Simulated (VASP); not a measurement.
Wanted: the native input for a VASP 6.6.1 run.

| Quantity | Value |
| --- | --- |
| Task | relaxation of cell and atoms |
| Functional | LDA |
| Potentials or basis | VASP PAW LDA potentials, release 64 (As) |
| Cutoff | 600 eV |
| k mesh | 12 × 12 × 12 |
| Occupations | fermi-dirac, width 0.1 eV |
| Spin | no spin polarisation |
| Target pressure | 20 GPa |
| Dipole correction | no |
| Further INCAR settings | ALGO = Normal; EDIFF = 1e-06; IBRION = 2; EDIFFG = -0.01; NSW = 80; ISIF = 3 |

The structure of As lies in POSCAR:

```
As
1.0
    0.0000000000      3.0350000000      3.0350000000
    3.0350000000      0.0000000000      3.0350000000
    3.0350000000      3.0350000000      0.0000000000
As
2
Direct
    0.0000000000      0.0000000000      0.0000000000
    0.2500000000      0.2500000000      0.2500000000
```

These files were run (other wordings do the same):

INCAR

```
  PREC = Accurate
  ENCUT = 600
  EDIFF = 1E-6
  ISMEAR = -1
  SIGMA = 0.1
  LREAL = F
  LASPH = T
  NELM = 60
  ALGO = Normal
  ISIF = 3
  LWAVE = F
  LCHARG = F
  GGA = CA
  IBRION = 2
  NSW = 80
  EDIFFG = -0.01
  PSTRESS = 200.0
```

KPOINTS

```
Automatic mesh
0
Gamma
  12 12 12
```

Potentials or basis: VASP PAW LDA potentials, release 64 (As).

The run is started by

```console
$ cat potpaw_LDA.64/As/POTCAR > POTCAR
$ mpirun -np 1 vasp_std > vasp.out
```

It gave:

```yaml
Relaxed_volume: 21.00 Å³/atom
Relaxed_cell: a = 3.902 Å, b = 3.902 Å, c = 3.902 Å, α = 60.00°, β = 60.00°, γ = 60.00°
Space_group_after_relaxing_to_0.05_Å: Fd-3m (No. 227)
Energy_change_on_relaxing_the_enthalpy_is_what_falls: +275.4 meV/atom
Ionic_steps: 5
Pressure_after_relaxing: 20.0 GPa
Band_gap_on_the_k_mesh: zero (band 5 reaches 7.62 eV, above the bottom of band 6 at 4.60 eV)
```

Caveat: the cell is relaxed towards a set pressure, so the enthalpy falls and the energy may rise; the volume moved by over 15 % at a fixed basis, so the end points are rough.

It took 62 s on 1 thread of Intel(R) Xeon(R) 6975P-C (Granite Rapids), on a shared host, peak memory 0.2 GiB.
